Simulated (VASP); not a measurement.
Input of a VASP 6.6.1 run:

The input POSCAR:

```
Cl
1.0
    3.6011481663      0.0000000000      0.0000000000
   -1.8005740831      3.1186857948      0.0000000000
    0.0000000000      0.0000000000      3.9171724856
Cl
2
Direct
    0.3333333333      0.6666666667      0.2500000000
    0.6666666667      0.3333333333      0.7500000000
```

INCAR.step1

```
ALGO     = Normal         # electronic algorithm
EDIFF    = 1E-4           # SCF threshold, eV
ENCUT    = 520            # plane-wave cutoff, eV
GGA      = PE             # functional
ISMEAR   = 0              # smearing method
LASPH    = T              # aspherical terms in the spheres
LCHARG   = F              # write CHGCAR
LREAL    = F              # projectors in reciprocal space
LWAVE    = T              # write WAVECAR
NBANDS   = 14             # bands
NELM     = 80             # most SCF steps
PREC     = Accurate       # precision mode
SIGMA    = 0.1            # smearing width, eV
```

The input INCAR.step2:

```
ALGO     = Normal         # electronic algorithm
EDIFF    = 1E-6           # SCF threshold, eV
ENCUT    = 520            # plane-wave cutoff, eV
ISIF     = 2              # what is computed and relaxed
ISMEAR   = 0              # smearing method
ISTART   = 1            
LASPH    = T              # aspherical terms in the spheres
LCHARG   = T              # write CHGCAR
LELF     = T              # ELF
LMIXTAU  = T            
LREAL    = F              # projectors in reciprocal space
LVHAR    = T            
LWAVE    = F              # write WAVECAR
METAGGA  = R2SCAN         # meta-GGA
NBANDS   = 14             # bands
NELM     = 80             # most SCF steps
PREC     = Accurate       # precision mode
SIGMA    = 0.1            # smearing width, eV
```

KPOINTS

```
k-points
0
Gamma
  6 6 4
```

Potentials or basis: VASP PAW PBE potentials, release 64 (Cl).

Run with:

```bash
$ cat potpaw_PBE.64/Cl/POTCAR > POTCAR
$ cp INCAR.step1 INCAR
$ mpirun -np 1 vasp_std > vasp.out
$ cp INCAR.step2 INCAR
$ mpirun -np 1 vasp_std > vasp.out
```

Problem. Estimate the band gap on the k mesh.

Solution. Zero (band 7 reaches 2.34 eV, above the bottom of band 8 at 0.26 eV).

Problem. What does it give for the pressure?

Solution. -0.1 GPa.

Caveat: the k points lie up to 0.40 Å⁻¹ apart; the PAW data sets were made with another functional, which shifts forces and pressure a little.
